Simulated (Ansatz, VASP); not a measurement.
# Two plane-wave programs on ZnO

```xyz
4
Lattice="3.2054 0.0000 0.0000 -1.6027 2.7760 0.0000 0.0000 0.0000 5.1354" Properties=species:S:1:pos:R:3 pbc="T T T"
Zn    1.6027    0.9253    0.0000
Zn    0.0000    1.8506    2.5677
O     0.0000    1.8506    4.5140
O     1.6027    0.9253    1.9464
```

Alike in both runs: task single point; functional b88 exchange, pbe correlation; k mesh 9 × 9 × 5; occupations fermi-dirac, width 0.05 eV; no spin polarisation.

```csv
,VASP,Ansatz
version,VASP 6.6.1,Ansatz 0.2.0
potentials or method,"VASP PAW PBE potentials, release 64 (Zn, O)",Ansatz PAW
plane-wave cutoff (eV),600,420
valence electrons in the cell,36,36
```

Ansatz gave:

| Property | Result |
| --- | --- |
| gap on the k mesh at the Fermi level (eV) | 0.88 |
| least direct gap on the mesh (eV) | 0.88 |
| pressure (GPa) | 11.1 |
| traceless stress, the component that is largest in VASP (GPa) | 1.28 |
| rms of the force components (eV/Å) | 0.048 |

Q: What did VASP give for the same quantities?

A: gap on the k mesh at the Fermi level (eV): 0.87; least direct gap on the mesh (eV): 0.87; pressure (GPa): 12.1; traceless stress, the component that is largest in VASP (GPa): 1.33; rms of the force components (eV/Å): 0.051.

VASP's potentials were made for PBE, not for b88 exchange, pbe correlation. Atom by atom the forces differ by 0.002 eV/Å (rms over components). The functional is the same, so the differences come from potentials, cutoffs and numerics.

Noted on Ansatz's run: odd divisions of the mesh miss points on the zone boundary, where band edges often lie, so the gap on the mesh can be too wide.
